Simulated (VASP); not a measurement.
# NaI (Fm-3m) in VASP: single point with PBE0

Aim: the single point of NaI with PBE0.

Everything below comes from runs of VASP 6.6.1. Logs are shortened: lines on timing, memory, paths and dates and some standing lists are left out, and cuts for length are marked.

## 1. The cell of the first run

It takes space group Fm-3m (No. 225, cubic). The conventional cell has a = 6.459 Å, b = 6.459 Å, c = 6.459 Å, α = 90.00°, β = 90.00°, γ = 90.00°. Within 4.2 Å of Na (site symmetry m-3m) lie 6 I at 3.23 Å. I (site symmetry m-3m) has 6 Na at 3.23 Å within 4.2 Å.

## 2. Single point, PBE0

Contents of POSCAR:

```
NaI
1.0
    0.0000000000      3.2296266398      3.2296266398
    3.2296266398      0.0000000000      3.2296266398
    3.2296266398      3.2296266398      0.0000000000
Na I
1 1
Direct
    0.0000000000      0.0000000000      0.0000000000
    0.5000000000      0.5000000000      0.5000000000
```

Contents of INCAR.step1:

```
SYSTEM = NaI
PREC = Accurate
ENCUT = 520
EDIFF = 1E-5
ISMEAR = 0
SIGMA = 0.01
LREAL = .FALSE.
LASPH = .TRUE.
NELM = 80
ALGO = Normal
ISIF = 2
LWAVE = .TRUE.
LCHARG = .FALSE.
GGA = PE
NBANDS = 14
```

Contents of INCAR.step2:

```
SYSTEM = NaI
PREC = Accurate
ENCUT = 520
EDIFF = 1E-6
ISMEAR = 0
SIGMA = 0.01
LREAL = .FALSE.
LASPH = .TRUE.
NELM = 80
ALGO = Normal
ISIF = 2
LWAVE = .FALSE.
LCHARG = .FALSE.
GGA = PE
LHFCALC = .TRUE.
AEXX = 0.25
PRECFOCK = Normal
ISTART = 1
NBANDS = 14
```

Contents of KPOINTS:

```
Automatic mesh
0
G
  6 6 6
  0 0 0
```

Potentials or basis: VASP PAW PBE potentials, release 64 (Na_pv, I).

Command:

```bash
cat potpaw_PBE.64/Na_pv/POTCAR potpaw_PBE.64/I/POTCAR > POTCAR
cp INCAR.step1 INCAR
mpirun -np 1 vasp_std > vasp.out
cp INCAR.step2 INCAR
mpirun -np 1 vasp_std > vasp.out
```

OUTCAR:

```text
SYSTEM = NaI
   PREC = Accurate
   ENCUT = 520
   EDIFF = 1E-6
   ISMEAR = 0
   LREAL = .FALSE.
   LASPH = .TRUE.
   NELM = 80
   ISIF = 2
   GGA = PE
   LHFCALC = .TRUE.
   AEXX = 0.25
   PRECFOCK = Normal
   ISTART = 1

 ion  position               nearest neighbor table
   1  0.000  0.000  0.000-
   2  0.500  0.500  0.500-

  LATTYP: Found a face centered cubic cell.
 ALAT       =     6.4592532796

  Lattice vectors:

 A1 = (   0.0000000000,   3.2296266398,   3.2296266398)
 A2 = (   3.2296266398,   0.0000000000,   3.2296266398)
 A3 = (   3.2296266398,   3.2296266398,   0.0000000000)

Analysis of symmetry for initial positions (statically):
=====================================================================
 Subroutine PRICEL returns:
 Original cell was already a primitive cell.

 Routine SETGRP: Setting up the symmetry group for a
 face centered cubic supercell.

 Subroutine GETGRP returns: Found 48 space group operations
 (whereof 48 operations were pure point group operations)
 out of a pool of 48 trial point group operations.

The static configuration has the point symmetry O_h .

Analysis of symmetry for dynamics (positions and initial velocities):
=====================================================================
 Subroutine PRICEL returns:
 Original cell was already a primitive cell.

 Routine SETGRP: Setting up the symmetry group for a
 face centered cubic supercell.

 Subroutine GETGRP returns: Found 48 space group operations
 (whereof 48 operations were pure point group operations)
 out of a pool of 48 trial point group operations.

The dynamic configuration has the point symmetry O_h .

 Subroutine INISYM returns: Found 48 space group operations
 (whereof 48 operations are pure point group operations),
 and found     1 'primitive' translations

----------------------------------------------------------------------------------------

                                     Primitive cell

  volume of cell :      67.3732

  direct lattice vectors                    reciprocal lattice vectors
     0.000000000  3.229626640  3.229626640    -0.154816657  0.154816657  0.154816657
     3.229626640  0.000000000  3.229626640     0.154816657 -0.154816657  0.154816657
     3.229626640  3.229626640  0.000000000     0.154816657  0.154816657 -0.154816657

  length of vectors
     4.567381795  4.567381795  4.567381795     0.268150316  0.268150316  0.268150316

  position of ions in fractional coordinates (direct lattice)
[... 89 lines left out ...]
     AMIX     =   0.40;   BMIX     =  1.00
     AMIX_MAG =   1.60;   BMIX_MAG =  1.00
  volume/ion in A,a.u.               =      33.69       227.33
  Fermi-wavevector in a.u.,A,eV,Ry     =   0.969665  1.832402 12.792889  0.940251
  Thomas-Fermi vector in A             =   2.099737
   LORBIT       =      0    0 simple, 1 ext, 2 COOP (PROOUT), +10 PAW based schemes
   GGA     = PE    functional components
   LHFCALC =     T    Hartree Fock is set to
   PRECFOCK=normal    Normal, Fast or Accurate (Low or Medium for compatibility)
   ENCUT4O =  -1.0   cutoff for four orbital integrals eV
   NKREDX  =     1    reduce k-point grid by
   NKREDY  =     1    reduce k-point grid by
   NKREDZ  =     1    reduce k-point grid by
   AEXX    =    0.2500 exact exchange contribution
   HFSCREEN=    0.0000 screening length (either q_TF or 0.3 A-1)
   HFSCREENC=   0.0000 screening length for correlation (either q_TF or 0.3 A-1)
   ENCUTFOCK=  -1.0 apply spherical cutoff to Coloumb kernel
   IVDW    =     0    specifies the selected vdW correction
   LEPSILON=     F    determine dielectric tensor
   LRPA    =     F    only Hartree local field effects (RPA)
 non-spin polarized calculation
 Gauss-broadening in eV      SIGMA  =   0.01
  energy-cutoff  :      520.00
  volume of cell :       67.37
 maximum number of plane-waves:      1837
 NGX is ok and might be reduce to    36
  NGX = 28; NGY = 28; NGZ = 28

 number of electron      13.9999994 magnetization

 Free energy of the ion-electron system (eV)
  ---------------------------------------------------
  ext. energy  EPLUGINS =         0.00000000
  ---------------------------------------------------
  free energy    TOTEN  =        -6.77323552 eV

  energy without entropy =       -6.77323552  energy(sigma->0) =       -6.77323552

 E-fermi :  -0.1656     XC(G=0):  -6.1119

 val. band max:       -0.2363343543   @ k =   0.0000   0.0000   0.0000
 cond. band min:       5.1112306835   @ k =   0.0000   0.0000   0.0000
 fundamental gap:      5.3475650378
 Fermi energy:        -0.1656226028

 k-point     1 :       0.0000    0.0000    0.0000
  band No.  band energies     occupation
      1     -25.0599      2.00000
      2     -25.0599      2.00000
      3     -25.0599      2.00000
      4     -12.2680      2.00000
      5      -0.2363      2.00000
      6      -0.2363      2.00000
      7      -0.2363      2.00000
      8       5.1112      0.00000
      9       9.4982      0.00000
     10       9.4982      0.00000
     11       9.4982      0.00000
     12      11.4749      0.00000
     13      11.4749      0.00000
     14      11.9931      0.00000
[... 241 lines left out ...]
      1     -25.0635      2.00000
      2     -25.0623      2.00000
      3     -25.0617      2.00000
      4     -11.8035      2.00000
      5      -2.0938      2.00000
      6      -1.4625      2.00000
      7      -1.2066      2.00000
      8       6.9216      0.00000
      9       7.9663      0.00000
     10      10.1932      0.00000
     11      10.3277      0.00000
     12      13.4602      0.00000
     13      14.3062      0.00000
     14      14.5412      0.00000

------------------------ aborting loop because EDIFF is reached ----------------------------------------

  FORCE on cell =-STRESS in cart. coord.  units (eV):
  Direction    XX          YY          ZZ          XY          YZ          ZX
  --------------------------------------------------------------------------------------
  -------------------------------------------------------------------------------------
  Total        0.0690290      0.0690290      0.0690290      0.0000000     -0.0000000      0.0000000
  in kB        1.6415542      1.6415542      1.6415542      0.0000000     -0.0000000      0.0000000
  external PRESSURE =       1.6415542 kB  Pullay stress =       0.0000000 kB

 VOLUME and BASIS-vectors are now :
 -----------------------------------------------------------------------------
  energy-cutoff  :      520.00
  volume of cell :       67.37
      direct lattice vectors                 reciprocal lattice vectors
     0.000000000  3.229626640  3.229626640    -0.154816657  0.154816657  0.154816657
     3.229626640  0.000000000  3.229626640     0.154816657 -0.154816657  0.154816657
     3.229626640  3.229626640  0.000000000     0.154816657  0.154816657 -0.154816657

 POSITION                                       TOTAL-FORCE (eV/Angst)
 -----------------------------------------------------------------------------------
      0.00000      0.00000      0.00000         0.000000      0.000000     -0.000000
      3.22963      3.22963      3.22963        -0.000000     -0.000000      0.000000
 -----------------------------------------------------------------------------------
    total drift:                               -0.000000     -0.000000     -0.000000

  FREE ENERGIE OF THE ION-ELECTRON SYSTEM (eV)
  ---------------------------------------------------
  free  energy   TOTEN  =        -6.7732355220 eV

  energy  without entropy=       -6.7732355220  energy(sigma->0) =       -6.77323552
```

OUTCAR.step1:

```text
SYSTEM = NaI
   PREC = Accurate
   ENCUT = 520
   EDIFF = 1E-5
   ISMEAR = 0
   LREAL = .FALSE.
   LASPH = .TRUE.
[... 483 lines left out ...]
      0.00000      0.00000      0.00000        -0.000000      0.000000      0.000000
      3.22963      3.22963      3.22963         0.000000     -0.000000     -0.000000
 -----------------------------------------------------------------------------------
    total drift:                                0.000000      0.000000      0.000000

  FREE ENERGIE OF THE ION-ELECTRON SYSTEM (eV)
  ---------------------------------------------------
  free  energy   TOTEN  =        -5.3836154696 eV

  energy  without entropy=       -5.3836154696  energy(sigma->0) =       -5.38361547
```

Wall time 87 min (1 thread of Intel Xeon 8259CL, shared host); peak memory 0.24 GiB.

What came out:

```
Free energy            : -6.7732 eV
Pressure               : 0.2 GPa
Band gap on the k mesh : 5.35 eV
```

Caveat: the PAW data sets were made with another functional, which shifts forces and pressure a little; spin-orbit coupling is left out, which moves the levels of the heavy elements.
